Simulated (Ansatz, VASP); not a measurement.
**Two plane-wave programs on K2Ni**

```
K Ni
1.0
     0.00000    3.91160    3.91160
     3.91160    0.00000    3.91160
     3.91160    3.91160    0.00000
K Ni
2 1
Direct
  0.75000 0.75000 0.75000
  0.25000 0.25000 0.25000
  0.00000 0.00000 0.00000
```

Alike in both runs: task relaxation of cell and atoms; functional PBE; k mesh 10 × 10 × 10; occupations gaussian, width 0.1 eV; no spin polarisation.

|  | VASP | Ansatz |
| --- | --- | --- |
| version | VASP 6.6.1 | Ansatz 0.2.0 |
| potentials or method | VASP PAW PBE potentials, release 64 (K_sv, Ni), cutoff 600 eV | scalar-relativistic, plane waves, PAW |
| valence electrons in the cell | 28 | 36 |

VASP gave:

```
gap on the k mesh at the Fermi level, each at its own relaxed structure (eV) : none
relaxed volume (Å³/atom)                                                     : 39.98
relaxed cell length with the largest relative difference (Å)                 : 5.535
```

Task: What did Ansatz give for the same quantities?

Result: gap on the k mesh at the Fermi level, each at its own relaxed structure (eV): none; relaxed volume (Å³/atom): 39.90; relaxed cell length with the largest relative difference (Å): 5.532.

A gap of «none» marks a metal or a gap that the smearing closes. VASP's potentials hold 28 valence electrons a cell and Ansatz's 36, so a difference there can come from the potentials and not from the codes.
